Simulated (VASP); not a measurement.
# AlN in VASP: a series of runs, part 2 of 2

VASP 6.6.1.

### Step 5. Single point, PBEsol

Contents of INCAR:

```
PREC = Accurate ; ENCUT = 520
EDIFF = 1E-6 ; ISMEAR = 0
SIGMA = 0.01 ; LREAL = False
LASPH = True ; NELM = 60
ALGO = Normal ; ISIF = 2
LWAVE = False ; LCHARG = False
GGA = PS ; NBANDS = 11
```

Contents of KPOINTS:

```
regular mesh
0
Gamma
  6 6 6
```

Contents of POSCAR:

```
AlN
1.0
    0.0000000000      2.1839940000      2.1839940000
    2.1839940000      0.0000000000      2.1839940000
    2.1839940000      2.1839940000      0.0000000000
Al N
1 1
Direct
    0.0000000000      0.0000000000      0.0000000000
    0.7385530821      0.7614469179      0.7614469179
```

Potentials or basis: VASP PAW PBE potentials, release 64 (Al, N).

Command:

```bash
cat potpaw_PBE.64/Al/POTCAR potpaw_PBE.64/N/POTCAR > POTCAR
mpirun -np 1 vasp_std > vasp.out
```

OUTCAR:

```text
PREC = Accurate
   ENCUT = 520
   EDIFF = 1E-6
   ISMEAR = 0
   LREAL = False
   LASPH = True
   NELM = 60
   ISIF = 2
   GGA = PS

 ion  position               nearest neighbor table
   1  0.000  0.000  0.000-   2 1.86   2 1.86   2 1.92   2 1.92
   2  0.739  0.761  0.761-   1 1.86   1 1.86   1 1.92   1 1.92

  LATTYP: Found a face centered cubic cell.
 ALAT       =     4.3679880000

  Lattice vectors:

 A1 = (   0.0000000000,   2.1839940000,   2.1839940000)
 A2 = (   2.1839940000,   0.0000000000,   2.1839940000)
[... 513 lines left out ...]
      7      17.3067      0.00000
      8      18.4389      0.00000
      9      20.2260      0.00000
     10      23.2884      0.00000
     11      26.4369      0.00000

 [... further k-points ...]
[... 5 lines left out ...]
  --------------------------------------------------------------------------------------
  -------------------------------------------------------------------------------------
  Total        0.1698083      0.2341931      0.2341931      0.0000000      0.4699076      0.0000000
  in kB       13.0582541     18.0094470     18.0094470      0.0000000     36.1358867      0.0000000
  external PRESSURE =      16.3590494 kB  Pullay stress =       0.0000000 kB

 VOLUME and BASIS-vectors are now :
 -----------------------------------------------------------------------------
  energy-cutoff  :      520.00
  volume of cell :       20.83
      direct lattice vectors                 reciprocal lattice vectors
     0.000000000  2.183994000  2.183994000    -0.228938358  0.228938358  0.228938358
     2.183994000  0.000000000  2.183994000     0.228938358 -0.228938358  0.228938358
     2.183994000  2.183994000  0.000000000     0.228938358  0.228938358 -0.228938358

 POSITION                                       TOTAL-FORCE (eV/Angst)
 -----------------------------------------------------------------------------------
      0.00000      0.00000      0.00000         0.732056      0.000000      0.000000
      3.32599      3.27599      3.27599        -0.732056     -0.000000     -0.000000
 -----------------------------------------------------------------------------------
    total drift:                                0.000014      0.000000      0.000000

  FREE ENERGIE OF THE ION-ELECTRON SYSTEM (eV)
  ---------------------------------------------------
  free  energy   TOTEN  =       -15.5904202144 eV

  energy  without entropy=      -15.5904202144  energy(sigma->0) =      -15.59042021
```

OSZICAR:

```text
N       E                     dE             d eps       ncg     rms          rms(c)
DAV:   1     0.119190535007E+02    0.11919E+02   -0.38757E+03  1012   0.607E+02
DAV:   2    -0.168811523039E+02   -0.28800E+02   -0.27775E+02  1207   0.138E+02
DAV:   3    -0.178276601885E+02   -0.94651E+00   -0.94548E+00  1243   0.248E+01
DAV:   4    -0.178326360130E+02   -0.49758E-02   -0.49754E-02  1147   0.195E+00
DAV:   5    -0.178326955840E+02   -0.59571E-04   -0.59570E-04  1231   0.204E-01    0.831E+00
DAV:   6    -0.156322837586E+02    0.22004E+01   -0.10823E+01  1182   0.163E+01    0.285E+00
DAV:   7    -0.156088847100E+02    0.23399E-01   -0.15506E-01  1144   0.304E+00    0.202E+00
DAV:   8    -0.155916603125E+02    0.17224E-01   -0.27946E-02  1147   0.155E+00    0.556E-01
DAV:   9    -0.155904060835E+02    0.12542E-02   -0.36136E-03  1216   0.369E-01    0.230E-01
DAV:  10    -0.155904177150E+02   -0.11631E-04   -0.28000E-04  1126   0.112E-01    0.123E-02
DAV:  11    -0.155904200917E+02   -0.23767E-05   -0.28470E-06  1216   0.150E-02    0.103E-02
DAV:  12    -0.155904202144E+02   -0.12269E-06   -0.25132E-07   677   0.410E-03
   1 F= -.15590420E+02 E0= -.15590420E+02  d E =-.621213E-14
```

stdout:

```text
POSCAR found type information on POSCAR AlN
 POSCAR found :  2 types and       2 ions
 scaLAPACK will be used
 -----------------------------------------------------------------------------
|                                                                             |
|                                                                             |
|     You enforced a specific xc type in the INCAR file but a different       |
|     I HOPE YOU KNOW WHAT YOU ARE DOING!                                     |
|                                                                             |
 -----------------------------------------------------------------------------

 LDA part: xc-table for (Slater+PW92), standard interpolation
 POSCAR, INCAR and KPOINTS ok, starting setup
 FFT: planning ... GRIDC
 FFT: planning ... GRID_SOFT
 FFT: planning ... GRID
 WAVECAR not read
 entering main loop
```

Run time: 4.3 s. Hardware: 1 thread of Intel Xeon Platinum 8559C (Emerald Rapids), shared host; peak memory 0.13 GiB.

Results:

```yaml
Free_energy: -15.5904 eV
Pressure: 1.6 GPa
Largest_force: 0.732 eV/Å
Band_gap_on_the_k_mesh: 3.05 eV, indirect (least direct gap 4.00 eV)
```

Forces in eV/Å, atoms in the order of the input:
```
Al   0.732  0.000  0.000
N   -0.732  0.000  0.000
```

Levels at points of the mesh, in eV from the valence-band top:
```csv
k point,band 1,band 2,band 3,band 4,band 5,band 6,band 7,band 8
"(0.00, 0.00, 0.00)",-15.09,-0.26,-0.13,0.00,4.00,12.32,12.34,12.35
"(0.50, 0.00, 0.00)",-13.00,-6.08,-0.64,-0.50,7.12,9.60,10.86,10.99
"(0.00, 0.50, 0.00)",-13.01,-6.00,-0.73,-0.57,7.18,9.66,10.84,10.94
"(0.50, 0.50, 0.00)",-12.36,-5.08,-1.92,-1.91,3.05,8.34,13.73,15.50
"(0.00, 0.50, 0.50)",-12.36,-5.08,-2.01,-1.83,3.06,8.35,13.73,15.47
```

Caveat: the PAW data sets were made with another functional, which shifts forces and pressure a little. A k mesh can miss the band edges.

### Step 6. Single point, PBEsol

Contents of INCAR:

```
ALGO = Normal
EDIFF = 1E-7
ENCUT = 520
GGA = PS
ISIF = 2
ISMEAR = 0
LASPH = T
LCHARG = T
LELF = T
LREAL = F
LVHAR = T
LWAVE = F
NBANDS = 11
NELM = 80
PREC = Accurate
SIGMA = 0.01
```

Contents of KPOINTS:

```
k-points
0
Gamma
  6 6 6
```

Changes to POSCAR since step 5:

```diff
@@ -9,2 +9,2 @@
     0.0000000000      0.0000000000      0.0000000000
-    0.7385530821      0.7614469179      0.7614469179
+    0.7271061642      0.7728938358      0.7728938358
```

Potentials or basis: VASP PAW PBE potentials, release 64 (Al, N).

Command:

```bash
cat potpaw_PBE.64/Al/POTCAR potpaw_PBE.64/N/POTCAR > POTCAR
mpirun -np 1 vasp_std > vasp.out
```

It took 5.4 s on 1 thread of Intel Xeon Platinum 8559C (Emerald Rapids), shared host; peak memory 0.13 GiB.

Results (log left out):

```yaml
Free_energy: -15.5357 eV
Pressure: 2.6 GPa
Largest_force: 1.453 eV/Å
Band_gap_on_the_k_mesh: 2.93 eV, indirect (least direct gap 3.86 eV)
```

Forces on the atoms (eV/Å):
```
Al   1.453  0.000  0.000
N   -1.453  0.000  0.000
```

Stress tensor (GPa, compression positive):
```
1.27 0.00 0.00
0.00 3.25 7.31
0.00 7.31 3.25
```

Levels at points of the mesh, in eV from the valence-band top:
| k point | band 1 | band 2 | band 3 | band 4 | band 5 | band 6 | band 7 | band 8 | band 9 |
| --- | --- | --- | --- | --- | --- | --- | --- | --- | --- |
| (0.00, 0.00, 0.00) | -15.21 | -0.52 | -0.24 | 0.00 | 3.86 | 12.19 | 12.23 | 12.25 | 17.25 |
| (0.50, 0.00, 0.00) | -13.12 | -6.24 | -0.79 | -0.51 | 6.95 | 9.42 | 10.70 | 10.97 | 17.49 |
| (0.00, 0.50, 0.00) | -13.14 | -6.09 | -0.98 | -0.65 | 7.06 | 9.54 | 10.67 | 10.86 | 17.49 |
| (0.50, 0.50, 0.00) | -12.48 | -5.21 | -2.03 | -2.02 | 2.93 | 8.17 | 13.56 | 15.40 | 15.43 |
| (0.00, 0.50, 0.50) | -12.49 | -5.20 | -2.24 | -1.87 | 2.95 | 8.24 | 13.56 | 15.32 | 15.42 |

Caveat: the PAW data sets were made with another functional, which shifts forces and pressure a little. A hybrid or GW would open this gap; PBEsol tends to underestimate it.
